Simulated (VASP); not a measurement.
# K2S (Fm-3m) in VASP: further runs, part 2 of 2

VASP 6.6.1. Earlier steps stand in the parts before.

### Step 3. Elastic constants, PBEsol

The input, INCAR:

```
PREC = Accurate
ENCUT = 500
EDIFF = 1E-8
ISMEAR = 0
SIGMA = 0.01
LREAL = False
LASPH = True
NELM = 120
ALGO = Normal
ISIF = 3
LWAVE = False
LCHARG = False
GGA = PS
IBRION = 6
NFREE = 2
POTIM = 0.015
NSW = 1
GGA_COMPAT = False
```

The input, KPOINTS:

```
regular mesh
0
Gamma
  6 6 6
```

The input, POSCAR:

```
K2S
1.0
    0.0000000000      3.6679113281      3.6679113281
    3.6679113281      0.0000000000      3.6679113281
    3.6679113281      3.6679113281      0.0000000000
K S
2 1
Direct
    0.2500000000      0.2500000000      0.2500000000
    0.7500000000      0.7500000000      0.7500000000
    0.0000000000      0.0000000000      0.0000000000
```

Potentials or basis: VASP PAW PBE potentials, release 64 (K_sv, S).

On the command line:

```bash
$ cat potpaw_PBE.64/K_sv/POTCAR potpaw_PBE.64/S/POTCAR > POTCAR
$ mpirun -np 1 vasp_std > vasp.out
```

OUTCAR:

```text
PREC = Accurate
   ENCUT = 500
   EDIFF = 1E-8
   ISMEAR = 0
   LREAL = False
   LASPH = True
   NELM = 120
   ISIF = 3
   GGA = PS
   IBRION = 6
   NFREE = 2
   POTIM = 0.015
   NSW = 1

 ion  position               nearest neighbor table
   1  0.250  0.250  0.250-   3 3.18   3 3.18   3 3.18   3 3.18   2 3.67   2 3.67   2 3.67   2 3.67
                             2 3.67   2 3.67
   2  0.750  0.750  0.750-   3 3.18   3 3.18   3 3.18   3 3.18   1 3.67   1 3.67   1 3.67   1 3.67
                             1 3.67   1 3.67
   3  0.000  0.000  0.000-   2 3.18   2 3.18   2 3.18   1 3.18   1 3.18   1 3.18   2 3.18   1 3.18

  LATTYP: Found a face centered cubic cell.
 ALAT       =     7.3358226562

  Lattice vectors:

 A1 = (   0.0000000000,   3.6679113281,   3.6679113281)
 A2 = (   3.6679113281,   0.0000000000,   3.6679113281)
 A3 = (   3.6679113281,   3.6679113281,   0.0000000000)

Analysis of symmetry for initial positions (statically):
=====================================================================
 Subroutine PRICEL returns:
 Original cell was already a primitive cell.

 Routine SETGRP: Setting up the symmetry group for a
 face centered cubic supercell.

 Subroutine GETGRP returns: Found 48 space group operations
 (whereof 48 operations were pure point group operations)
 out of a pool of 48 trial point group operations.

The static configuration has the point symmetry O_h .

[... 825 lines left out ...]
  external PRESSURE =       0.5838173 kB  Pullay stress =       0.0000000 kB
[... 18 lines left out ...]
  FREE ENERGIE OF THE ION-ELECTRON SYSTEM (eV)
  ---------------------------------------------------
  free  energy   TOTEN  =        -9.8632985101 eV

  energy  without entropy=       -9.8632985101  energy(sigma->0) =       -9.86329851

 INTERNAL STRAIN TENSORS FROM STRAINED CELLS
 ============================================

 INTERNAL STRAIN TENSOR FOR ION    1 for displacements in x,y,z  (eV/Angst):
          X           Y           Z          XY          YZ          ZX
  --------------------------------------------------------------------------------
  x     0.00000    -0.00000    -0.00000     0.00000    -1.47611     0.00000
  y     0.00000    -0.00000     0.00000     0.00000    -0.00000    -1.47655
  z    -0.00000    -0.00000     0.00000    -1.47611    -0.00000    -0.00000

 INTERNAL STRAIN TENSORS FROM DISPLACED ATOMS
 ============================================

 INTERNAL STRAIN TENSOR FOR ION    1 for displacements in x,y,z  (eV/Angst):
          X           Y           Z          XY          YZ          ZX
  --------------------------------------------------------------------------------
  x     0.00000     0.00000     0.00000     0.00000    -1.48077     0.00000
  y    -0.00000     0.00000    -0.00000     0.00000     0.00000    -1.48077
  z    -0.00000    -0.00000     0.00000    -1.48077     0.00000     0.00000

 INTERNAL STRAIN TENSOR FOR ION    3 for displacements in x,y,z  (eV/Angst):
          X           Y           Z          XY          YZ          ZX
  --------------------------------------------------------------------------------
  x     0.00000     0.00000     0.00000     0.00000     0.00000     0.00000
  y     0.00000     0.00000     0.00000     0.00000     0.00000     0.00000
  z     0.00000     0.00000     0.00000     0.00000     0.00000     0.00000

 Eigenvectors and eigenvalues of the dynamical matrix
 ----------------------------------------------------

   1 f  =    4.998886 THz    31.408929 2PiTHz  166.744899 cm-1    20.673723 meV
             X         Y         Z           dx          dy          dz
      1.833956  1.833956  1.833956    -0.126443    0.359688    0.000000
      5.501867  5.501867  5.501867    -0.126443    0.359688   -0.000000
      0.000000  0.000000  0.000000     0.279301   -0.794521   -0.000000
[... 43 lines left out ...]
   9 f/i=    0.000492 THz     0.003093 2PiTHz    0.016420 cm-1     0.002036 meV
             X         Y         Z           dx          dy          dz
      1.833956  1.833956  1.833956    -0.593168   -0.052677    0.003589
      5.501867  5.501867  5.501867    -0.593168   -0.052677    0.003589
      0.000000  0.000000  0.000000    -0.537068   -0.047695    0.003250

--------------------------------------------------------------------------------------------------------

 ELASTIC MODULI CONTR FROM IONIC RELAXATION (kBar)
 Direction    XX          YY          ZZ          XY          YZ          ZX
 --------------------------------------------------------------------------------
 XX          -0.0000     -0.0000     -0.0000     -0.0000     -0.0000     -0.0000
 YY          -0.0000     -0.0000     -0.0000     -0.0000      0.0000      0.0000
 ZZ          -0.0000     -0.0000     -0.0000     -0.0000      0.0000     -0.0000
 XY          -0.0000     -0.0000     -0.0000    -30.3687      0.0000     -0.0000
 YZ          -0.0000      0.0000      0.0000      0.0000    -30.3687     -0.0000
 ZX          -0.0000      0.0000     -0.0000     -0.0000     -0.0000    -30.3687
 --------------------------------------------------------------------------------

 TOTAL ELASTIC MODULI (kBar)
 Direction    XX          YY          ZZ          XY          YZ          ZX
 --------------------------------------------------------------------------------
 XX         363.9831    123.2424    123.2424     -0.0000     -0.0000     -0.0000
 YY         123.2424    363.9831    123.2424     -0.0000      0.0000      0.0000
 ZZ         123.2424    123.2424    363.9831     -0.0000      0.0000     -0.0000
 XY          -0.0000     -0.0000     -0.0000     89.9003      0.0000     -0.0000
 YZ          -0.0000      0.0000      0.0000      0.0000     89.9003     -0.0000
 ZX          -0.0000      0.0000     -0.0000     -0.0000     -0.0000     89.9003
 --------------------------------------------------------------------------------
```

stdout:

```text
POSCAR found type information on POSCAR K S
 POSCAR found :  2 types and       3 ions
 scaLAPACK will be used
 -----------------------------------------------------------------------------
|                                                                             |
|                                                                             |
|     You enforced a specific xc type in the INCAR file but a different       |
|     I HOPE YOU KNOW WHAT YOU ARE DOING!                                     |
[... 32 lines left out ...]
 Finite differences progress:
 bond charge predicted
 Finite differences progress:
 bond charge predicted
 Finite differences progress:
 bond charge predicted
 Finite differences progress:
 bond charge predicted
 Finite differences progress:
 bond charge predicted
 Finite differences progress:
 bond charge predicted
 Finite differences progress:
```

Run time: 9.3 min. Hardware: 1 thread of Intel Xeon 6975P-C (Granite Rapids), shared host; peak memory 0.34 GiB.

What came out:

```yaml
Elastic_constants_C11_C12_C44: 36, 12, 9 GPa
Voigt_bulk_modulus: 20 GPa
Highest_phonon_frequency_at_Γ_LO-TO_splitting_left_out: 167 cm⁻¹
```

Phonon frequencies in cm⁻¹ (negative: imaginary):
| q point | frequencies |
| --- | --- |
| (0.000, 0.000, 0.000) | 0 0 0 128 128 128 167 167 167 |

Elastic tensor in Voigt notation (GPa, in the Cartesian axes of the cell as first typed):
```
36 12 12  0  0  0
12 36 12  0  0  0
12 12 36  0  0  0
 0  0  0  9  0  0
 0  0  0  0  9  0
 0  0  0  0  0  9
```

Clamped-ion elastic tensor (GPa):
```
36 12 12  0  0  0
12 36 12  0  0  0
12 12 36  0  0  0
 0  0  0 12  0  0
 0  0  0  0 12  0
 0  0  0  0  0 12
```

Caveat: the PAW data sets were made with another functional, which shifts forces and pressure a little.
